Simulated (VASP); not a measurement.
Input of a VASP 6.6.1 run:

Contents of INCAR:

```
SYSTEM = HgTe
ALGO = Normal
EDIFF = 1E-8
ENCUT = 520
IBRION = 8
ISIF = 2
ISMEAR = -1
LASPH = .TRUE.
LCHARG = .FALSE.
LREAL = .FALSE.
LWAVE = .FALSE.
NBANDS = 16
NELM = 60
NSW = 1
PREC = Accurate
SIGMA = 0.1
```

The input KPOINTS:

```
k-points
0
G
  10 10 10
  0 0 0
```

POSCAR

```
HgTe
1.0
    0.0000000000      3.2388238910      3.2388238910
    3.2388238910      0.0000000000      3.2388238910
    3.2388238910      3.2388238910      0.0000000000
Hg Te
1 1
Direct
    0.0000000000      0.0000000000      0.0000000000
    0.7500000000      0.7500000000      0.7500000000
```

Potentials or basis: VASP PAW LDA potentials, release 64 (Hg, Te).

The run is started by

```bash
$ cat potpaw_LDA.64/Hg/POTCAR potpaw_LDA.64/Te/POTCAR > POTCAR
$ mpirun -np 1 vasp_std > vasp.out
```

**Question.** Estimate the highest phonon frequency at Γ, LO-TO splitting left out.

**Answer.** 113 cm⁻¹.

Phonon frequencies in cm⁻¹ (negative: imaginary):
```
              q point        frequencies
(0.000, 0.000, 0.000)  0 0 0 113 113 113
```
